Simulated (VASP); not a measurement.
A run of VASP 6.6.1 is set up as follows.

INCAR

```
SYSTEM = LaFePO
PREC = Accurate
ENCUT = 520
EDIFF = 1E-6
ISMEAR = -1
SIGMA = 0.1
LREAL = .FALSE.
LASPH = .TRUE.
NELM = 150
ALGO = Normal
ISIF = 2
LWAVE = .FALSE.
LCHARG = .TRUE.
ISPIN = 2
MAGMOM = 0 0 3.5 3.5 0 0 0 0
LORBIT = 11
LMAXMIX = 6
GGA = PS
LELF = .TRUE.
LVHAR = .TRUE.
NBANDS = 44
```

File KPOINTS:

```
regular mesh
0
G
  7 7 3
  0 0 0
```

Contents of POSCAR:

```
LaFePO
1.0
    4.1224240350      0.0000000000      0.0000000000
    0.0000000000      4.1224240350      0.0000000000
    0.0000000000      0.0000000000      9.2045329205
La Fe P O
2 2 2 2
Direct
    0.5000000000      0.0000000000      0.1351500000
    0.0000000000      0.5000000000      0.8648500000
    0.0000000000      0.0000000000      0.5000000000
    0.5000000000      0.5000000000      0.5000000000
    0.5000000000      0.0000000000      0.6657500000
    0.0000000000      0.5000000000      0.3342500000
    0.0000000000      0.0000000000      0.0000000000
    0.5000000000      0.5000000000      0.0000000000
```

Potentials or basis: VASP PAW PBE potentials, release 64 (La, Fe, P, O).

The run is started by

```bash
$ cat potpaw_PBE.64/La/POTCAR potpaw_PBE.64/Fe/POTCAR potpaw_PBE.64/P/POTCAR potpaw_PBE.64/O/POTCAR > POTCAR
$ mpirun -np 1 vasp_std > vasp.out
```

(1) What does it give for the largest force?

(2) Predict the net moment.

Answers

(1) 1.725 eV/Å.

(2) 6.23 μB per cell.

Caveat: the cell stands under tension; the PAW data sets were made with another functional, which shifts forces and pressure a little; the run started ferromagnetic, and an antiferromagnetic order may lie lower in energy.
